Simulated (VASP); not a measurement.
# TaN (P6/mmm) in VASP: a series of runs

TaN is run at these levels: PBE; tasks: electric field gradients, density of states.

All numbers are computed with VASP 6.6.1; they aren't measurements. Logs are shortened: lines on timing, memory, paths and dates and some standing lists are left out, and cuts for length are marked.

### Step 1. The cell of the first run

The structure is hexagonal, space group P6/mmm (No. 191). The conventional cell has a = 5.237 Å, b = 5.237 Å, c = 2.908 Å, α = 90.00°, β = 90.00°, γ = 120.00°. Within 3.5 Å of Ta (site symmetry 6/mmm) lie 6 N at 2.62 Å and 14 Ta at 2.91 to 3.35 Å. Within 2.8 Å of Ta (site symmetry -6m2) lie 6 N at 2.10 Å. Within 2.8 Å of N (site symmetry mmm) lie 6 Ta at 2.10 to 2.62 Å and 4 N at 2.62 Å.

### Step 2. Electric field gradients, PBE (equal xx and yy strain of +1 %)

INCAR

```
PREC = Accurate
ENCUT = 520
EDIFF = 1E-8
ISMEAR = -1
SIGMA = 0.03
LREAL = False
LASPH = True
NELM = 100
ALGO = Normal
ISIF = 2
LWAVE = False
LCHARG = False
GGA = PE
LEFG = True
NBANDS = 33
```

KPOINTS

```
regular mesh
0
Gamma
  5 5 8
```

POSCAR

```
TaN
1.0
    5.2368492484      0.0000000000      0.0000000000
   -2.6184246242      4.5352444848      0.0000000000
    0.0000000000      0.0000000000      2.9080000000
Ta N
3 3
Direct
    0.0000000000      0.0000000000      0.0000000000
    0.3333333333      0.6666666667      0.5000000000
    0.6666666667      0.3333333333      0.5000000000
    0.5000000000      0.0000000000      0.0000000000
    0.5000000000      0.5000000000      0.0000000000
    0.0000000000      0.5000000000      0.0000000000
```

Potentials or basis: VASP PAW PBE potentials, release 64 (Ta_pv, N).

Run with:

```bash
> cat potpaw_PBE.64/Ta_pv/POTCAR potpaw_PBE.64/N/POTCAR > POTCAR
> mpirun -np 1 vasp_std > vasp.out
```

OUTCAR:

```text
PREC = Accurate
   ENCUT = 520
   EDIFF = 1E-8
   ISMEAR = -1
   LREAL = False
   LASPH = True
   NELM = 100
   ISIF = 2
   GGA = PE

 ion  position               nearest neighbor table
   1  0.000  0.000  0.000-   5 2.62   6 2.62   6 2.62   5 2.62   4 2.62   4 2.62   3 3.35   3 3.35
                             2 3.35   2 3.35   2 3.35   3 3.35   2 3.35   3 3.35   2 3.35   3 3.35
   2  0.333  0.667  0.500-   4 2.10   4 2.10   6 2.10   6 2.10   5 2.10   5 2.10   3 3.02   3 3.02
                             3 3.02   1 3.35   1 3.35   1 3.35   1 3.35   1 3.35   1 3.35
   3  0.667  0.333  0.500-   4 2.10   4 2.10   6 2.10   6 2.10   5 2.10   5 2.10   2 3.02   2 3.02
                             2 3.02   1 3.35   1 3.35   1 3.35   1 3.35   1 3.35   1 3.35
   4  0.500  0.000  0.000-   2 2.10   3 2.10   2 2.10   3 2.10   1 2.62   1 2.62
   5  0.500  0.500  0.000-   2 2.10   3 2.10   2 2.10   3 2.10   1 2.62   1 2.62
   6  0.000  0.500  0.000-   2 2.10   3 2.10   2 2.10   3 2.10   1 2.62   1 2.62

  LATTYP: Found a hexagonal cell.
 ALAT       =     5.2368492484
 C/A-ratio  =     0.5552957250

  Lattice vectors:

 A1 = (   5.2368492484,   0.0000000000,   0.0000000000)
 A2 = (  -2.6184246242,   4.5352444848,   0.0000000000)
 A3 = (   0.0000000000,   0.0000000000,   2.9080000000)

Analysis of symmetry for initial positions (statically):
=====================================================================
 Subroutine PRICEL returns:
 Original cell was already a primitive cell.

 Routine SETGRP: Setting up the symmetry group for a
 hexagonal supercell.

 Subroutine GETGRP returns: Found 24 space group operations
 (whereof 24 operations were pure point group operations)
 out of a pool of 24 trial point group operations.

The static configuration has the point symmetry D_6h.

Analysis of symmetry for dynamics (positions and initial velocities):
=====================================================================
 Subroutine PRICEL returns:
 Original cell was already a primitive cell.

 Routine SETGRP: Setting up the symmetry group for a
 hexagonal supercell.

 Subroutine GETGRP returns: Found 24 space group operations
 (whereof 24 operations were pure point group operations)
 out of a pool of 24 trial point group operations.

The dynamic configuration has the point symmetry D_6h.

[... 155 lines left out ...]
 val. band max:        7.9993565760   @ k =   0.2000   0.0000   0.3750
 cond. band min:       8.0563546173   @ k =   0.0000   0.0000   0.3750
 fundamental gap:      0.0569980413
 Fermi energy:         8.0430294102

 k-point     1 :       0.0000    0.0000    0.0000
  band No.  band energies     occupation
      1     -28.2125      2.00000
      2     -28.2125      2.00000
      3     -27.8425      2.00000
      4     -27.8425      2.00000
      5     -27.6122      2.00000
      6     -27.4987      2.00000
[... 853 lines left out ...]
     32      11.8977      0.00000
     33      13.2171      0.00000

 [... further k-points ...]
[... 5 lines left out ...]
  --------------------------------------------------------------------------------------
  -------------------------------------------------------------------------------------
  Total        1.8563187      1.8563187      3.1573197      0.0000000     -0.0000000      0.0000000
  in kB       43.0623712     43.0623712     73.2426356      0.0000000     -0.0000000      0.0000000
  external PRESSURE =      53.1224593 kB  Pullay stress =       0.0000000 kB

 VOLUME and BASIS-vectors are now :
 -----------------------------------------------------------------------------
  energy-cutoff  :      520.00
  volume of cell :       69.07
      direct lattice vectors                 reciprocal lattice vectors
     5.236849248  0.000000000  0.000000000     0.190954513  0.110247640  0.000000000
    -2.618424624  4.535244485  0.000000000     0.000000000  0.220495279  0.000000000
     0.000000000  0.000000000  2.908000000     0.000000000  0.000000000  0.343878955

 POSITION                                       TOTAL-FORCE (eV/Angst)
 -----------------------------------------------------------------------------------
      0.00000      0.00000      0.00000         0.000000      0.000000      0.000000
     -0.00000      3.02350      1.45400        -0.000000     -0.000000     -0.000000
      2.61842      1.51175      1.45400         0.000000      0.000000      0.000000
      2.61842      0.00000      0.00000         0.000000      0.000000      0.000000
      1.30921      2.26762      0.00000         0.000000      0.000000      0.000000
     -1.30921      2.26762      0.00000         0.000000      0.000000      0.000000
 -----------------------------------------------------------------------------------
    total drift:                               -0.000000      0.000000     -0.000000

  FREE ENERGIE OF THE ION-ELECTRON SYSTEM (eV)
  ---------------------------------------------------
  free  energy   TOTEN  =       -64.7882630299 eV

  energy  without entropy=      -64.7839262135  energy(sigma->0) =      -64.78609462

 Electric field gradients (V/A^2)
---------------------------------------------------------------------
 ion       V_xx      V_yy      V_zz      V_xy      V_xz      V_yz
---------------------------------------------------------------------
   1     172.882   172.882  -345.763     0.000    -0.000     0.000
   2     178.631   178.631  -357.262     0.000     0.000     0.000
   3     178.631   178.631  -357.262     0.000     0.000    -0.000
   4      31.643   -26.839    -4.804    -0.001     0.000     0.000
   5     -12.218    17.023    -4.805    25.323     0.000    -0.000
   6     -12.217    17.021    -4.804   -25.324    -0.000    -0.000
---------------------------------------------------------------------

 Electric field gradients after diagonalization (V/A^2)
 (convention: |V_zz| > |V_xx| > |V_yy|)
----------------------------------------------------------------------
 ion       V_xx      V_yy      V_zz     asymmetry (V_yy - V_xx)/ V_zz
----------------------------------------------------------------------
   1     172.882   172.881  -345.763       0.000
   2     178.632   178.631  -357.262       0.000
   3     178.632   178.631  -357.262       0.000
   4     -26.839    -4.804    31.643       0.696
   5     -26.838    -4.805    31.643       0.696
   6     -26.839    -4.804    31.643       0.696
----------------------------------------------------------------------

           NMR quadrupolar parameters

 Cq : quadrupolar parameter    Cq=e*Q*V_zz/h
 eta: asymmetry parameters     (V_yy - V_xx)/ V_zz
 Q  : nuclear electric quadrupole moment in mb (millibarn)
----------------------------------------------------------------------
 ion       Cq(MHz)       eta       Q (mb)
----------------------------------------------------------------------
   1      -0.836       0.000       1.000
   2      -0.864       0.000       1.000
   3      -0.864       0.000       1.000
   4       0.077       0.696       1.000
   5       0.077       0.696       1.000
   6       0.077       0.696       1.000
----------------------------------------------------------------------
```

stdout:

```text
POSCAR found type information on POSCAR TaN
 POSCAR found :  2 types and       6 ions
 scaLAPACK will be used
 LDA part: xc-table for (Slater+PW92), standard interpolation
 POSCAR, INCAR and KPOINTS ok, starting setup
 FFT: planning ... GRIDC
 FFT: planning ... GRID_SOFT
 FFT: planning ... GRID
 WAVECAR not read
 entering main loop
ion   1

ion   2

ion   3

ion   4

ion   5

ion   6
```

It took 59 s on 1 thread of Intel Xeon Platinum 8488C (Sapphire Rapids), shared host; peak memory 0.21 GiB.

What came out:

| Item | Value |
| --- | --- |
| Free energy | -64.7883 eV |
| Pressure | 5.3 GPa |
| Band gap on the k mesh | zero (band 24 reaches 8.88 eV, above the bottom of band 25 at 6.78 eV) |

Electric field gradients, principal values (V/Å²):
| atom | least | middle | greatest (by size) |
| --- | --- | --- | --- |
| 1 Ta | 172.881 | 172.882 | -345.763 |
| 2 Ta | 178.631 | 178.632 | -357.262 |
| 3 Ta | 178.631 | 178.632 | -357.262 |
| 4 N | -4.804 | -26.839 | 31.643 |
| 5 N | -4.805 | -26.838 | 31.643 |
| 6 N | -4.804 | -26.839 | 31.643 |

Caveat: the cell differs from its parent crystal (equal xx and yy strain of +1 %); without QUAD_EFG the Cq values of the log hold for a quadrupole moment of 1 mb, not for the nuclei; spin-orbit coupling is left out, which moves the levels of the heavy elements.

### Step 3. Electric field gradients, PBE

This run uses another cell than the first one, of 11.28 Å³/atom, 0.980 times its volume.

INCAR

```
ALGO = Normal
EDIFF = 1E-8
ENCUT = 520
GGA = PE
ISIF = 2
ISMEAR = -1
LASPH = T
LCHARG = F
LEFG = T
LREAL = F
LWAVE = F
NBANDS = 33
NELM = 100
PREC = Accurate
SIGMA = 0.03
```

KPOINTS

```
k-points
0
Gamma
  5 5 8
```

Changes to POSCAR since step 2:

```diff
@@ -2,4 +2,4 @@
 1.0
-    5.2368492484      0.0000000000      0.0000000000
-   -2.6184246242      4.5352444848      0.0000000000
+    5.1849992558      0.0000000000      0.0000000000
+   -2.5924996279      4.4903410741      0.0000000000
     0.0000000000      0.0000000000      2.9080000000
```

Potentials or basis: VASP PAW PBE potentials, release 64 (Ta_pv, N).

Run with:

```bash
> cat potpaw_PBE.64/Ta_pv/POTCAR potpaw_PBE.64/N/POTCAR > POTCAR
> mpirun -np 1 vasp_std > vasp.out
```

OUTCAR:

```text
EDIFF = 1E-8
   ENCUT = 520
   GGA = PE
   ISIF = 2
   ISMEAR = -1
   LASPH = T
   LREAL = F
   NELM = 100
   PREC = Accurate

 ion  position               nearest neighbor table
   1  0.000  0.000  0.000-   5 2.59   6 2.59   6 2.59   5 2.59   4 2.59   4 2.59   3 3.33   3 3.33
                             2 3.33   2 3.33   2 3.33   3 3.33   2 3.33   3 3.33   2 3.33   3 3.33
   2  0.333  0.667  0.500-   4 2.09   4 2.09   6 2.09   6 2.09   5 2.09   5 2.09   3 2.99   3 2.99
                             3 2.99   1 3.33   1 3.33   1 3.33   1 3.33   1 3.33   1 3.33
   3  0.667  0.333  0.500-   4 2.09   4 2.09   6 2.09   6 2.09   5 2.09   5 2.09   2 2.99   2 2.99
                             2 2.99   1 3.33   1 3.33   1 3.33   1 3.33   1 3.33   1 3.33
[... 1111 lines left out ...]
   4      32.738   -28.435    -4.303    -0.001     0.000     0.000
   5     -13.142    17.446    -4.304    26.489     0.000    -0.000
   6     -13.141    17.444    -4.303   -26.489    -0.000    -0.000
---------------------------------------------------------------------

 Electric field gradients after diagonalization (V/A^2)
 (convention: |V_zz| > |V_xx| > |V_yy|)
----------------------------------------------------------------------
 ion       V_xx      V_yy      V_zz     asymmetry (V_yy - V_xx)/ V_zz
----------------------------------------------------------------------
   1     171.758   171.758  -343.517       0.000
   2     183.033   183.032  -366.066       0.000
   3     183.033   183.032  -366.066       0.000
   4     -28.435    -4.303    32.738       0.737
   5     -28.435    -4.304    32.739       0.737
   6     -28.435    -4.303    32.738       0.737
----------------------------------------------------------------------

           NMR quadrupolar parameters

 Cq : quadrupolar parameter    Cq=e*Q*V_zz/h
 eta: asymmetry parameters     (V_yy - V_xx)/ V_zz
 Q  : nuclear electric quadrupole moment in mb (millibarn)
----------------------------------------------------------------------
 ion       Cq(MHz)       eta       Q (mb)
----------------------------------------------------------------------
   1      -0.831       0.000       1.000
   2      -0.885       0.000       1.000
   3      -0.885       0.000       1.000
   4       0.079       0.737       1.000
   5       0.079       0.737       1.000
   6       0.079       0.737       1.000
----------------------------------------------------------------------
```

stdout:

```text
POSCAR found type information on POSCAR TaN
 POSCAR found :  2 types and       6 ions
 scaLAPACK will be used
 LDA part: xc-table for (Slater+PW92), standard interpolation
 POSCAR, INCAR and KPOINTS ok, starting setup
 FFT: planning ... GRIDC
 FFT: planning ... GRID_SOFT
 FFT: planning ... GRID
 WAVECAR not read
 entering main loop
ion   1

ion   2

ion   3

ion   4

ion   5

ion   6
```

Run time: 49 s. Hardware: 1 thread of AMD EPYC 7R13 (Zen 3), shared host; peak memory 0.18 GiB.

Results:

```yaml
Free_energy: -64.7235 eV
Pressure: 11.2 GPa
Band_gap_on_the_k_mesh: zero (band 24 reaches 9.11 eV, above the bottom of band 25 at 6.98 eV)
```

Electric field gradients, principal values (V/Å²):
```tsv
atom	least	middle	greatest (by size)
1 Ta	171.758	171.758	-343.517
2 Ta	183.032	183.033	-366.066
3 Ta	183.032	183.033	-366.066
4 N	-4.303	-28.435	32.738
5 N	-4.304	-28.435	32.739
6 N	-4.303	-28.435	32.738
```

Caveat: without QUAD_EFG the Cq values of the log hold for a quadrupole moment of 1 mb, not for the nuclei; spin-orbit coupling is left out, which moves the levels of the heavy elements.

### Step 4. Density of states, PBE

This run uses another cell than the first one, of 11.28 Å³/atom, 0.980 times its volume.

POSCAR is that of step 3.

INCAR.step1

```
SYSTEM = TaN
ALGO = Normal ; EDIFF = 1E-7
ENCUT = 520 ; GGA = PE
ISIF = 2 ; ISMEAR = -1
LASPH = .True. ; LCHARG = .True.
LMAXMIX = 4 ; LREAL = .False.
LWAVE = .False. ; NBANDS = 33
NELM = 100 ; PREC = Accurate
SIGMA = 0.03
```

KPOINTS.step1

```
k-points
0
Gamma
  5 5 8
  0 0 0
```

INCAR.step2

```
SYSTEM = TaN
ALGO = Normal ; EDIFF = 1E-7
ENCUT = 520 ; GGA = PE
ICHARG = 11 ; ISIF = 2
ISMEAR = -5 ; LASPH = .True.
LCHARG = .False. ; LMAXMIX = 4
LORBIT = 11 ; LREAL = .False.
LWAVE = .False. ; NEDOS = 1001
NELM = 100 ; PREC = Accurate
SIGMA = 0.03
```

KPOINTS.step2

```
k-points
0
Gamma
  8 8 12
  0 0 0
```

Run with:

```bash
> cat potpaw_PBE.64/Ta_pv/POTCAR potpaw_PBE.64/N/POTCAR > POTCAR
> cp INCAR.step1 INCAR
> cp KPOINTS.step1 KPOINTS
> mpirun -np 1 vasp_std > vasp.out
> cp INCAR.step2 INCAR
> cp KPOINTS.step2 KPOINTS
> mpirun -np 1 vasp_std > vasp.out
```

Run time: 1.8 min. Hardware: 1 thread of AMD EPYC 7R13 (Zen 3), shared host; peak memory 0.22 GiB.

Results (log left out):

```
Valence electrons inside the program's atomic spheres : Ta 8.63, 9.06; N 3.81
```

Levels at points of the mesh, in eV from the Fermi level:
| k point | band 20 | band 21 | band 22 | band 23 | band 24 | band 25 | band 26 | band 27 | band 28 |
| --- | --- | --- | --- | --- | --- | --- | --- | --- | --- |
| (0.00, 0.00, 0.00) | -3.06 | -3.06 | -2.55 | -2.10 | -1.28 | -1.28 | 0.79 | 0.79 | 1.23 |
| (0.50, 0.00, 0.00) | -4.68 | -3.47 | -2.95 | -1.74 | -0.72 | 1.32 | 1.81 | 1.83 | 2.36 |
| (0.00, 0.00, 0.50) | -3.79 | -3.15 | -3.15 | -1.97 | 0.85 | 0.85 | 1.42 | 1.77 | 2.50 |
| (0.50, 0.00, 0.50) | -4.54 | -3.44 | -3.16 | -2.20 | -1.26 | 1.02 | 1.35 | 3.05 | 3.42 |

Caveat: spin-orbit coupling is left out, which moves the levels of the heavy elements; tetrahedron occupations give inexact forces and stress in metals.

(Continued in part 2 of 2.)
